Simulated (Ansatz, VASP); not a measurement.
**HfO2, level by level in two programs**

```xyz
12
Lattice="5.1853 0.0000 0.0000 0.0000 5.2539 0.0000 -0.8700 0.0000 5.2825" Properties=species:S:1:pos:R:3 pbc="T T T"
Hf    0.8126    2.4184    3.7400
Hf    3.0678    5.0454    4.1837
Hf    3.5028    2.8356    1.5425
Hf    1.2476    0.2086    1.0988
O    -0.3518    0.8848    4.4727
O     4.2323    3.5117    3.4510
O     4.6672    4.3692    0.8098
O     0.0831    1.7422    1.8314
O     1.4740    3.8979    5.1774
O     2.4064    1.2709    2.7464
O     2.8414    1.3560    0.1051
O     1.9090    3.9830    2.5361
```

Single points on this cell with VASP 6.6.1 and Ansatz 0.2.0. Each row is one pair of runs. Alike in all rows: spin: off; k mesh: 5 × 5 × 5; smearing: fermi-dirac, width 0.05 eV.

```csv
level,"VASP's potentials, cutoff","Ansatz's potentials, cutoff","gap on the k mesh at the Fermi level (eV), VASP","gap on the k mesh at the Fermi level (eV), Ansatz","least direct gap on the mesh (eV), VASP","least direct gap on the mesh (eV), Ansatz","pressure (GPa), VASP","pressure (GPa), Ansatz"
PBE,"VASP PAW PBE potentials, release 64 (Hf_pv, O), 520 eV","JTH PAW, 1380 eV",4.03,4.04,4.10,4.11,-6.4,-5.8
RPBE,"VASP PAW PBE potentials, release 64 (Hf_pv, O), 520 eV","Ansatz PAW, 420 eV",4.11,4.16,4.18,4.23,-1.9,1.2
LDA,"VASP PAW LDA potentials, release 64 (Hf_pv, O), 520 eV","Ansatz PAW, 420 eV",3.84,3.88,3.92,3.96,-18.4,-16.2
PBEsol+D4,"VASP PAW PBE potentials, release 64 (Hf_pv, O), 520 eV","Ansatz PAW, 420 eV",3.93,3.97,4.00,4.04,-14.7,-11.9
```

Gap on the k mesh at the fermi level (eV): the two programs differ by at most 0.049; least direct gap on the mesh (eV): the two programs differ by at most 0.046; pressure (GPa): the two programs differ by at most 3.06.

VASP's potentials hold 88 valence electrons a cell and Ansatz's 96; VASP's potentials hold 88 valence electrons a cell and Ansatz's 152, so a difference there can come from the potentials and not from the codes.

Neither program's run includes spin-orbit coupling. Noted on Ansatz's runs: odd divisions of the mesh miss points on the zone boundary, where band edges often lie, so the gap on the mesh can be too wide; Pulay correction over one GPa.
